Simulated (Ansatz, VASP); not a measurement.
# Two plane-wave programs on Bi4Te3

```
CELL_PARAMETERS angstrom
6.50364 0.00000 0.00000
0.00000 6.50364 0.00000
0.00000 0.00000 6.50364
ATOMIC_POSITIONS crystal
Bi 0.81582 0.18418 0.18418
Bi 0.18418 0.81582 0.18418
Bi 0.18418 0.18418 0.81582
Bi 0.81582 0.81582 0.81582
Te 0.50000 0.50000 0.00000
Te 0.50000 0.00000 0.50000
Te 0.00000 0.50000 0.50000
```

Alike in both runs: task single point; functional PBE; k mesh 6 × 6 × 6; occupations gaussian, width 0.1 eV; no spin polarisation.

|  | VASP | Ansatz |
| --- | --- | --- |
| version | VASP 6.6.1 | Ansatz 0.2.0 |
| potentials or method | VASP PAW PBE potentials, release 64 (Bi_d, Te), cutoff 500 eV | scalar-relativistic, plane waves, PAW |
| valence electrons in the cell | 78 | 108 |

```tsv
	VASP	Ansatz	Ansatz less VASP
gap on the k mesh at the Fermi level (eV)	none	none	-
pressure (GPa)	0.0	0.0	+0.03
rms of the force components (eV/Å)	0.005	0.004	-0.0011
```

Atom by atom the forces differ by 0.001 eV/Å (rms over components). A gap of «none» marks a metal or a gap that the smearing closes. The functional is the same, so the differences come from potentials, cutoffs and numerics. VASP's potentials hold 78 valence electrons a cell and Ansatz's 108, so a difference there can come from the potentials and not from the codes.

Spin-orbit coupling is off throughout.
